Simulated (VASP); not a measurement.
# AlRu (Pm-3m) in VASP: notebook

The runs below take AlRu through single point, with PBE.

Everything below comes from runs of VASP 6.6.1. Logs are shortened: lines on timing, memory, paths and dates and some standing lists are left out, and cuts for length are marked.

### Step 1. The cell of the first run

It takes space group Pm-3m (No. 221, cubic). Conventional cell: a = 2.952 Å, b = 2.952 Å, c = 2.952 Å, α = 90.00°, β = 90.00°, γ = 90.00°. Al (site symmetry m-3m) has 8 Ru at 2.56 Å and 6 Al at 2.95 Å within 3.4 Å. Ru (site symmetry m-3m) has 8 Al at 2.56 Å and 6 Ru at 2.95 Å within 3.4 Å.

### Step 2. Single point, PBE

INCAR reads:

```
SYSTEM = AlRu
PREC     = Accurate       ! precision mode
ENCUT    = 520            ! plane-wave cutoff, eV
EDIFF    = 1E-6           ! SCF threshold, eV
ISMEAR   = 0              ! smearing method
SIGMA    = 0.1            ! smearing width, eV
LREAL    = .False.        ! projectors in reciprocal space
LASPH    = .True.         ! aspherical terms in the spheres
NELM     = 60             ! most SCF steps
ALGO     = Fast           ! electronic algorithm
ISIF     = 2              ! what is computed and relaxed
LWAVE    = .False.        ! write WAVECAR
LCHARG   = .False.        ! write CHGCAR
GGA      = PE             ! functional
NBANDS   = 16             ! bands
```

KPOINTS reads:

```
Automatic mesh
0
Gamma
  14 14 14
  0 0 0
```

POSCAR reads:

```
AlRu
1.0
    2.9521365880      0.0000000000      0.0000000000
    0.0000000000      2.9521365880      0.0000000000
    0.0000000000      0.0000000000      2.9521365880
Al Ru
1 1
Direct
    0.0000000000      0.0000000000      0.0000000000
    0.5000000000      0.5000000000      0.5000000000
```

Potentials or basis: VASP PAW PBE potentials, release 64 (Al, Ru_pv).

Launch:

```
$ cat potpaw_PBE.64/Al/POTCAR potpaw_PBE.64/Ru_pv/POTCAR > POTCAR
$ mpirun -np 1 vasp_std > vasp.out
```

OUTCAR:

```text
SYSTEM = AlRu
   PREC = Accurate
   ENCUT = 520
   EDIFF = 1E-6
   ISMEAR = 0
   LREAL = .False.
   LASPH = .True.
   NELM = 60
   ISIF = 2
   GGA = PE

 ion  position               nearest neighbor table
   1  0.000  0.000  0.000-   2 2.56   2 2.56   2 2.56   2 2.56   2 2.56   2 2.56   2 2.56   2 2.56

   2  0.500  0.500  0.500-   1 2.56   1 2.56   1 2.56   1 2.56   1 2.56   1 2.56   1 2.56   1 2.56

  LATTYP: Found a simple cubic cell.
 ALAT       =     2.9521365880

  Lattice vectors:

 A1 = (   2.9521365880,   0.0000000000,   0.0000000000)
 A2 = (   0.0000000000,   2.9521365880,   0.0000000000)
 A3 = (   0.0000000000,   0.0000000000,   2.9521365880)

Analysis of symmetry for initial positions (statically):
=====================================================================
 Subroutine PRICEL returns:
 Original cell was already a primitive cell.

 Routine SETGRP: Setting up the symmetry group for a
 simple cubic supercell.

 Subroutine GETGRP returns: Found 48 space group operations
 (whereof 48 operations were pure point group operations)
 out of a pool of 48 trial point group operations.

The static configuration has the point symmetry O_h .

Analysis of symmetry for dynamics (positions and initial velocities):
=====================================================================
 Subroutine PRICEL returns:
 Original cell was already a primitive cell.

 Routine SETGRP: Setting up the symmetry group for a
 simple cubic supercell.

 Subroutine GETGRP returns: Found 48 space group operations
 (whereof 48 operations were pure point group operations)
 out of a pool of 48 trial point group operations.

The dynamic configuration has the point symmetry O_h .

 Subroutine INISYM returns: Found 48 space group operations
 (whereof 48 operations are pure point group operations),
 and found     1 'primitive' translations

----------------------------------------------------------------------------------------

                                     Primitive cell

  volume of cell :      25.7282

  direct lattice vectors                    reciprocal lattice vectors
     2.952136588  0.000000000  0.000000000     0.338737714  0.000000000  0.000000000
     0.000000000  2.952136588  0.000000000     0.000000000  0.338737714  0.000000000
     0.000000000  0.000000000  2.952136588     0.000000000  0.000000000  0.338737714

  length of vectors
     2.952136588  2.952136588  2.952136588     0.338737714  0.338737714  0.338737714

  position of ions in fractional coordinates (direct lattice)
     0.000000000  0.000000000  0.000000000
     0.500000000  0.500000000  0.500000000

[... 79 lines left out ...]
   NSW    =      0    number of steps for IOM
   IBRION =     -1    ionic relax: 0-MD 1-quasi-New 2-CG
   NFREE  =      0    steps in history (QN), initial steepest desc. (CG)
   ISIF   =      2    stress and relaxation
   ISYM   =      2    0-nonsym 1-usesym 2-fastsym
   POTIM  = 0.5000    time-step for ionic-motion
   TEBEG  =    0.0;   TEEND  =   0.0 temperature during run
   PSTRESS=    0.0 pullay stress
   NELECT =      17.0000    total number of electrons
   NUPDOWN=      -1.0000    fix difference up-down
   EMIN   =  10.00;   EMAX   =-10.00  energy-range for DOS
   EFERMI =   0.00;   METHOD = LEGACY
   ISMEAR =     0;   SIGMA  =   0.10  broadening in eV -4-tet -1-fermi 0-gaus
   EFERMI_NEDOS =   21; number of points for ismear=-14 and -15
   IALGO  =     68    algorithm
   IMIX   =      4    mixing-type and parameters
     AMIX     =   0.40;   BMIX     =  1.00
     AMIX_MAG =   1.60;   BMIX_MAG =  1.00
  volume/ion in A,a.u.               =      12.86        86.81
  Fermi-wavevector in a.u.,A,eV,Ry     =   1.425897  2.694554 27.663107  2.033181
  Thomas-Fermi vector in A             =   2.546232
   LORBIT       =      0    0 simple, 1 ext, 2 COOP (PROOUT), +10 PAW based schemes
   GGA     = PE    functional components
   LHFCALC =     F    Hartree Fock is set to
   AEXX    =    0.0000 exact exchange contribution
   IVDW    =     0    specifies the selected vdW correction
   LEPSILON=     F    determine dielectric tensor
   LRPA    =     F    only Hartree local field effects (RPA)
 non-spin polarized calculation
 RMM-DIIS sequential band-by-band and
 Gauss-broadening in eV      SIGMA  =   0.10
  energy-cutoff  :      520.00
  volume of cell :       25.73
 maximum number of plane-waves:       739
 NGX is ok and might be reduce to    24
   NGX = 11   NGY = 11   NGZ = 11

 number of electron      16.9999999 magnetization

 Free energy of the ion-electron system (eV)
  ---------------------------------------------------
  ext. energy  EPLUGINS =         0.00000000
  ---------------------------------------------------
  free energy    TOTEN  =       -14.20876195 eV

  energy without entropy =      -14.19960998  energy(sigma->0) =      -14.20418596

 E-fermi :  11.2876     XC(G=0): -12.7717

 val. band max:       11.2852957039   @ k =   0.5000   0.2857   0.1429
 cond. band min:      11.2902325097   @ k =   0.1429   0.0714   0.0714
 fundamental gap:      0.0049368058
 Fermi energy:        11.2876161934

 k-point     1 :       0.0000    0.0000    0.0000
  band No.  band energies     occupation
      1     -30.4859      2.00000
      2     -30.4859      2.00000
      3     -30.4859      2.00000
      4       1.3798      2.00000
      5       7.5036      2.00000
      6       7.5036      2.00000
[... 433 lines left out ...]
      3     -30.4608      2.00000
      4       4.3077      2.00000
      5       7.2005      2.00000
      6       8.6055      2.00000
[... 8 lines left out ...]
     15      24.2521      0.00000
     16      25.9893      0.00000

 [... further k-points ...]

------------------------ aborting loop because EDIFF is reached ----------------------------------------

  FORCE on cell =-STRESS in cart. coord.  units (eV):
  Direction    XX          YY          ZZ          XY          YZ          ZX
  --------------------------------------------------------------------------------------
  -------------------------------------------------------------------------------------
  Total        1.9051123      1.9051123      1.9051123     -0.0000000     -0.0000000      0.0000000
  in kB      118.6374536    118.6374536    118.6374536     -0.0000000     -0.0000000      0.0000000
  external PRESSURE =     118.6374536 kB  Pullay stress =       0.0000000 kB

 VOLUME and BASIS-vectors are now :
 -----------------------------------------------------------------------------
  energy-cutoff  :      520.00
  volume of cell :       25.73
      direct lattice vectors                 reciprocal lattice vectors
     2.952136588  0.000000000  0.000000000     0.338737714  0.000000000  0.000000000
     0.000000000  2.952136588  0.000000000     0.000000000  0.338737714  0.000000000
     0.000000000  0.000000000  2.952136588     0.000000000  0.000000000  0.338737714

 POSITION                                       TOTAL-FORCE (eV/Angst)
 -----------------------------------------------------------------------------------
      0.00000      0.00000      0.00000         0.000000      0.000000      0.000000
      1.47607      1.47607      1.47607         0.000000      0.000000      0.000000
 -----------------------------------------------------------------------------------
    total drift:                                0.000000     -0.000000     -0.000000

  FREE ENERGIE OF THE ION-ELECTRON SYSTEM (eV)
  ---------------------------------------------------
  free  energy   TOTEN  =       -14.2087619467 eV

  energy  without entropy=      -14.1996099814  energy(sigma->0) =      -14.20418596
```

OSZICAR:

```text
N       E                     dE             d eps       ncg     rms          rms(c)
DAV:   1     0.119854730133E+03    0.11985E+03   -0.91211E+03  3912   0.992E+02
DAV:   2    -0.128900977371E+02   -0.13274E+03   -0.12650E+03  4456   0.297E+02
DAV:   3    -0.148792393321E+02   -0.19891E+01   -0.19827E+01  5000   0.380E+01
DAV:   4    -0.148931365788E+02   -0.13897E-01   -0.13877E-01  4872   0.336E+00
DAV:   5    -0.148933277769E+02   -0.19120E-03   -0.19111E-03  4640   0.380E-01    0.134E+01
RMM:   6    -0.142856616803E+02    0.60767E+00   -0.19679E+00  3933   0.110E+01    0.253E+00
RMM:   7    -0.142229254318E+02    0.62736E-01   -0.11673E-01  4016   0.280E+00    0.219E+00
RMM:   8    -0.142089023127E+02    0.14023E-01   -0.13642E-02  4244   0.875E-01    0.188E-01
RMM:   9    -0.142087635273E+02    0.13879E-03   -0.10034E-03  4350   0.271E-01    0.127E-01
RMM:  10    -0.142087623350E+02    0.11924E-05   -0.12458E-04  4509   0.105E-01    0.199E-02
RMM:  11    -0.142087626673E+02   -0.33232E-06   -0.31661E-05  4523   0.498E-02    0.212E-02
RMM:  12    -0.142087614911E+02    0.11762E-05   -0.98594E-06  4590   0.272E-02    0.301E-03
RMM:  13    -0.142087619467E+02   -0.45561E-06   -0.15713E-06  3345   0.124E-02
   1 F= -.14208762E+02 E0= -.14204186E+02  d E =-.915197E-02
```

stdout:

```text
POSCAR found type information on POSCAR AlRu
 POSCAR found :  2 types and       2 ions
 scaLAPACK will be used
 LDA part: xc-table for (Slater+PW92), standard interpolation
 POSCAR, INCAR and KPOINTS ok, starting setup
 FFT: planning ... GRIDC
 FFT: planning ... GRID_SOFT
 FFT: planning ... GRID
 WAVECAR not read
 entering main loop
```

Run time: 47 s. Hardware: 1 thread of Intel Xeon 8259CL, shared host; peak memory 0.17 GiB.

Results:

| Item | Value |
| --- | --- |
| Free energy | -14.2088 eV |
| Pressure | 11.9 GPa |
| Band gap on the k mesh | zero (an odd number of electrons rules out a gap without spin polarisation) |

Caveat: the cell stands under pressure.

### Step 3. Single point, PBE

This run uses another cell than the first one, of 13.30 Å³/atom.

INCAR reads:

```
ALGO = Normal
EDIFF = 1E-6
ENCUT = 520
GGA = PE
ISIF = 2
ISMEAR = 0
LASPH = T
LCHARG = F
LREAL = F
LWAVE = F
NBANDS = 16
NELM = 80
PREC = Accurate
SIGMA = 0.1
```

KPOINTS reads:

```
k-points
0
Gamma
  14 14 14
```

POSCAR reads:

```
AlRu
1.0
    2.9850207344      0.0000000000      0.0000000000
    0.0000000000      2.9850207344      0.0000000000
    0.0000000000      0.0000000000      2.9850207344
Al Ru
1 1
Direct
    0.0000000000      0.0000000000      0.0000000000
    0.5000000000      0.5000000000      0.5000000000
```

Potentials or basis: VASP PAW PBE potentials, release 64 (Al, Ru_pv).

Launch:

```
$ cat potpaw_PBE.64/Al/POTCAR potpaw_PBE.64/Ru_pv/POTCAR > POTCAR
$ mpirun -np 1 vasp_std > vasp.out
```

Wall time 42 s (1 thread of Intel Xeon 8259CL, shared host); peak memory 0.17 GiB.

Results (log left out):

```
Free energy            : -14.2517 eV
Pressure               : 4.0 GPa
Band gap on the k mesh : zero (an odd number of electrons rules out a gap without spin polarisation)
```

Levels at points of the mesh, in eV from the Fermi level:
| k point | band 7 | band 8 | band 9 | band 10 | band 11 | band 12 |
| --- | --- | --- | --- | --- | --- | --- |
| (0.00, 0.00, 0.00) | 0.18 | 0.18 | 0.18 | 6.11 | 6.11 | 6.11 |
| (0.50, 0.00, 0.00) | -1.61 | -1.61 | 0.44 | 2.32 | 7.45 | 11.07 |
| (0.50, 0.50, 0.00) | -1.37 | -1.18 | -1.18 | 1.56 | 5.36 | 6.30 |
| (0.50, 0.50, 0.50) | 1.65 | 1.65 | 2.62 | 4.15 | 4.15 | 4.15 |

Caveat: the cell stands under pressure.

### Step 4. Single point, PBE

This run uses another cell than the first one, of 13.49 Å³/atom.

INCAR, as its differences from that of step 3:

```diff
@@ -7,4 +7,6 @@
 LASPH = T
-LCHARG = F
+LCHARG = T
+LELF = T
 LREAL = F
+LVHAR = T
 LWAVE = F
```

KPOINTS is that of step 3.

POSCAR reads:

```
AlRu
1.0
    2.9991722070      0.0000000000      0.0000000000
    0.0000000000      2.9991722070      0.0000000000
    0.0000000000      0.0000000000      2.9991722070
Al Ru
1 1
Direct
    0.0000000000      0.0000000000      0.0000000000
    0.5000000000      0.5000000000      0.5000000000
```

Launch:

```
$ cat potpaw_PBE.64/Al/POTCAR potpaw_PBE.64/Ru_pv/POTCAR > POTCAR
$ mpirun -np 1 vasp_std > vasp.out
```

Wall time 45 s (1 thread of Intel Xeon 8259CL, shared host); peak memory 0.18 GiB.

Results (log left out):

```yaml
Free_energy: -14.2577 eV
Pressure: 1.0 GPa
Band_gap_on_the_k_mesh: zero (an odd number of electrons rules out a gap without spin polarisation)
```

Levels at points of the mesh, in eV from the Fermi level:
```
           k point  band 7  band 8  band 9  band 10  band 11  band 12
(0.00, 0.00, 0.00)    0.18    0.18    0.18     6.04     6.04     6.04
(0.50, 0.00, 0.00)   -1.58   -1.58    0.43     2.27     7.45    11.00
(0.50, 0.50, 0.00)   -1.36   -1.15   -1.15     1.52     5.27     6.16
(0.50, 0.50, 0.50)    1.61    1.61    2.53     4.12     4.12     4.12
```

### Step 5. Single point, PBE

This run uses another cell than the first one, of 13.62 Å³/atom.

INCAR reads:

```
SYSTEM = AlRu
PREC     = Accurate       ! precision mode
ENCUT    = 520            ! plane-wave cutoff, eV
EDIFF    = 1E-7           ! SCF threshold, eV
ISMEAR   = 0              ! smearing method
SIGMA    = 0.1            ! smearing width, eV
LREAL    = .FALSE.        ! projectors in reciprocal space
LASPH    = .TRUE.         ! aspherical terms in the spheres
NELM     = 60             ! most SCF steps
ALGO     = Normal         ! electronic algorithm
ISIF     = 2              ! what is computed and relaxed
LWAVE    = .FALSE.        ! write WAVECAR
LCHARG   = .FALSE.        ! write CHGCAR
GGA      = PE             ! functional
NBANDS   = 16             ! bands
```

KPOINTS reads:

```
Automatic mesh
0
G
  14 14 14
  0 0 0
```

POSCAR reads:

```
AlRu
1.0
    3.0090217641      0.0000000000      0.0000000000
    0.0000000000      3.0090217641      0.0000000000
    0.0000000000      0.0000000000      3.0090217641
Al Ru
1 1
Direct
    0.0000000000      0.0000000000      0.0000000000
    0.5000000000      0.5000000000      0.5000000000
```

Launch:

```
$ cat potpaw_PBE.64/Al/POTCAR potpaw_PBE.64/Ru_pv/POTCAR > POTCAR
$ mpirun -np 1 vasp_std > vasp.out
```

Run time: 44 s. Hardware: 1 thread of Intel Xeon 8259CL, shared host; peak memory 0.17 GiB.

The run converged. Its results:

* Free energy: -14.2577 eV
* Pressure: -1.0 GPa
* Band gap on the k mesh: zero (an odd number of electrons rules out a gap without spin polarisation)

Levels at points of the mesh, in eV from the Fermi level:
```
           k point  band 5  band 6  band 7  band 8  band 9  band 10  band 11  band 12  band 13  band 14
(0.00, 0.00, 0.00)   -3.47   -3.47    0.18    0.18    0.18     6.00     6.00     6.00    10.88    10.88
(0.50, 0.00, 0.00)   -5.45   -2.69   -1.56   -1.56    0.42     2.23     7.46    10.94    10.94    12.13
(0.50, 0.50, 0.00)   -2.99   -1.35   -1.35   -1.13   -1.13     1.50     5.20     6.06    10.46    12.13
(0.50, 0.50, 0.50)   -4.53   -4.53    1.59    1.59    2.47     4.10     4.10     4.10     8.37     8.37
```

### Step 6. Single point, PBE

This run uses another cell than the first one, of 10.51 Å³/atom.

INCAR reads:

```
ALGO     = Fast           # electronic algorithm
EDIFF    = 1E-7           # SCF threshold, eV
ENCUT    = 520            # plane-wave cutoff, eV
GGA      = PE             # functional
ISIF     = 2              # what is computed and relaxed
ISMEAR   = 0              # smearing method
LASPH    = T              # aspherical terms in the spheres
LCHARG   = F              # write CHGCAR
LREAL    = F              # projectors in reciprocal space
LWAVE    = F              # write WAVECAR
NBANDS   = 16             # bands
NELM     = 60             # most SCF steps
PREC     = Accurate       # precision mode
SIGMA    = 0.1            # smearing width, eV
```

KPOINTS reads:

```
k-points
0
Gamma
  16 16 16
```

POSCAR reads:

```
AlRu
1.0
    2.7597366070      0.0000000000      0.0000000000
    0.0000000000      2.7597366070      0.0000000000
    0.0000000000      0.0000000000      2.7597366070
Al Ru
1 1
Direct
    0.0000000000      0.0000000000      0.0000000000
    0.5000000000      0.5000000000      0.5000000000
```

Potentials or basis: VASP PAW PBE potentials, release 64 (Al, Ru_pv).

Launch:

```
$ cat potpaw_PBE.64/Al/POTCAR potpaw_PBE.64/Ru_pv/POTCAR > POTCAR
$ mpirun -np 1 vasp_std > vasp.out
```

It took 64 s on 1 thread of Intel Xeon 8259CL, shared host; peak memory 0.18 GiB.

The run converged. Its results:

* Free energy: -12.8908 eV
* Pressure: 90.3 GPa
* Band gap on the k mesh: zero (an odd number of electrons rules out a gap without spin polarisation)

Levels at points of the mesh, in eV from the Fermi level:
```csv
k point,band 7,band 8,band 9,band 10,band 11,band 12
"(0.00, 0.00, 0.00)",0.22,0.22,0.22,7.35,7.35,7.35
"(0.50, 0.00, 0.00)",-2.25,-2.25,0.61,3.32,7.07,12.12
"(0.50, 0.50, 0.00)",-1.78,-1.48,-1.48,2.20,7.13,9.01
"(0.50, 0.50, 0.50)",2.35,2.35,4.09,4.84,4.84,4.84
```

Caveat: the cell stands under pressure.

### Step 7. Summary

```csv
cell,k mesh,gap on the mesh (eV),pressure (GPa)
"a = 2.952 Å, 2 atoms",14 × 14 × 14,none,11.9
"a = 2.985 Å, 2 atoms",14 × 14 × 14,none,4.0
"a = 2.999 Å, 2 atoms",14 × 14 × 14,none,1.0
"a = 3.009 Å, 2 atoms",14 × 14 × 14,none,-1.0
"a = 2.760 Å, 2 atoms",16 × 16 × 16,none,90.3
```

Alike in all rows: task single point; level PBE; potentials or basis VASP PAW PBE potentials, release 64 (Al, Ru_pv); no spin polarisation; cutoff (eV) 520; smearing gaussian 0.1 eV.

Caveats: the cell stands under pressure (at least some runs).

Total energies depend on the potentials used, so only differences within one code and one set of settings carry meaning.
